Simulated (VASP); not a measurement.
CsH: relaxation of cell and atoms with LDA

The system is CsH.

```
CELL_PARAMETERS angstrom
0.00000 3.18800 3.18800
3.18800 0.00000 3.18800
3.18800 3.18800 0.00000
ATOMIC_POSITIONS crystal
Cs 0.00000 0.00000 0.00000
H 0.50000 0.50000 0.50000
```

```yaml
Program: VASP 6.6.1
Task: relaxation of cell and atoms
Functional: LDA
Potentials_or_basis: VASP PAW LDA potentials, release 64 (Cs_sv, H)
Cutoff: 600 eV
k_mesh: 8 × 8 × 8
Occupations: gaussian, width 0.02 eV
Spin: no spin polarisation
Dipole_correction: no
Further_INCAR_settings: ALGO = Normal; EDIFF = 1e-06; IBRION = 2; EDIFFG = -0.005; NSW = 100; ISIF = 3
```

```json
{"Relaxed volume": "28.52 Å³/atom", "Relaxed cell": "a = 4.321 Å, b = 4.321 Å, c = 4.321 Å, α = 60.00°, β = 60.00°, γ = 60.00°", "Space group after relaxing (to 0.05 Å)": "Fm-3m (No. 225)", "Energy gained by relaxing": "16.0 meV/atom", "Ionic steps": "4", "Pressure after relaxing": "0.0 GPa", "Band gap on the k mesh": "1.74 eV, direct"}
```

Step by step:
| step | energy change (eV) | largest force (eV/Å) | pressure (GPa) | volume (Å³) |
| --- | --- | --- | --- | --- |
| 1 | 0.0000 | 0.0000 | -1.21 | 64.80 |
| 2 | -0.0151 | 0.0000 | -0.92 | 62.53 |
| 3 | -0.0311 | 0.0000 | -0.23 | 58.29 |
| 4 | -0.0320 | 0.0000 | 0.02 | 57.05 |

Final structure:
```
Cs H
1.0
     0.00000    3.05541    3.05541
     3.05541    0.00000    3.05541
     3.05541    3.05541    0.00000
Cs H
1 1
Direct
  0.00000 0.00000 0.00000
  0.50000 0.50000 0.50000
```

Levels at points of the mesh, in eV from the valence-band top:
```tsv
k point	band 2	band 3	band 4	band 5	band 6	band 7	band 8	band 9
(0.00, 0.00, 0.00)	-7.85	-7.85	-7.85	-2.16	4.93	4.93	4.93	6.10
(0.50, 0.00, 0.00)	-9.09	-7.99	-7.99	0.00	1.74	4.45	4.45	7.37
(0.50, 0.50, 0.00)	-8.90	-8.25	-8.25	-1.63	2.54	5.81	8.46	8.57
```

Wall time 19 s on 1 thread of Intel(R) Xeon(R) 6975P-C (Granite Rapids) (shared host), peak memory 0.19 GiB.

Caveat: spin-orbit coupling is left out, which moves the levels of the heavy elements; the volume moved by -12 % from the deposited cell, more than functionals usually miss. Zero-point motion and thermal expansion aren't in these numbers.
